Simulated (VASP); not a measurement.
Wanted: the native input for a VASP 6.6.1 run.

```
Task                   : single point
Functional             : PBE
Potentials or basis    : VASP PAW PBE potentials, release 64 (Hf_pv, B)
Cutoff                 : 500 eV
k mesh                 : 3 × 3 × 4
Occupations            : fermi-dirac, width 0.1 eV
Spin                   : no spin polarisation
Dipole correction      : no
Further INCAR settings : ALGO = Normal; EDIFF = 1e-06; NBANDS = 44
```

The structure of HfB2 lies in POSCAR:

```
HfB2
1.0
    6.2800002680      0.0000000000      0.0000000000
   -3.1400001340      5.4386397679      0.0000000000
    0.0000000000      0.0000000000      3.4800000000
Hf B
4 8
Direct
    0.0000000000      0.0000000000      0.0000000000
    0.0000000000      0.5000000000      0.0000000000
    0.5000000000      0.0000000000      0.0000000000
    0.5000000000      0.5000000000      0.0000000000
    0.1666666667      0.3333333333      0.5000000000
    0.3333333333      0.1666666667      0.5000000000
    0.1666666667      0.8333333333      0.5000000000
    0.3333333333      0.6666666667      0.5000000000
    0.6666666667      0.3333333333      0.5000000000
    0.8333333333      0.1666666667      0.5000000000
    0.6666666667      0.8333333333      0.5000000000
    0.8333333333      0.6666666667      0.5000000000
```

One way to write it, as run:

INCAR

```
SYSTEM = HfB2
PREC = Accurate
ENCUT = 500
EDIFF = 1E-6
ISMEAR = -1
SIGMA = 0.1
LREAL = .False.
LASPH = .True.
NELM = 120
ALGO = Normal
ISIF = 2
LWAVE = .False.
LCHARG = .True.
GGA = PE
LELF = .True.
LVHAR = .True.
NBANDS = 44
GGA_COMPAT = .False.
```

KPOINTS

```
regular mesh
0
Gamma
  3 3 4
  0 0 0
```

Potentials or basis: VASP PAW PBE potentials, release 64 (Hf_pv, B).

Launch:

```console
$ cat potpaw_PBE.64/Hf_pv/POTCAR potpaw_PBE.64/B/POTCAR > POTCAR
$ mpirun -np 1 vasp_std > vasp.out
```

It gave:

- Pressure: 1.2 GPa
- Band gap on the k mesh: zero (bands 32 and 33 overlap by 0.61 eV)

Caveat: the k points lie up to 0.45 Å⁻¹ apart, too coarse for converged energies and pressures of a metal; spin-orbit coupling is left out, which moves the levels of the heavy elements.

It took 44 s on 1 thread of Intel(R) Xeon(R) Platinum 8488C (Sapphire Rapids), on a shared host, peak memory 0.25 GiB.
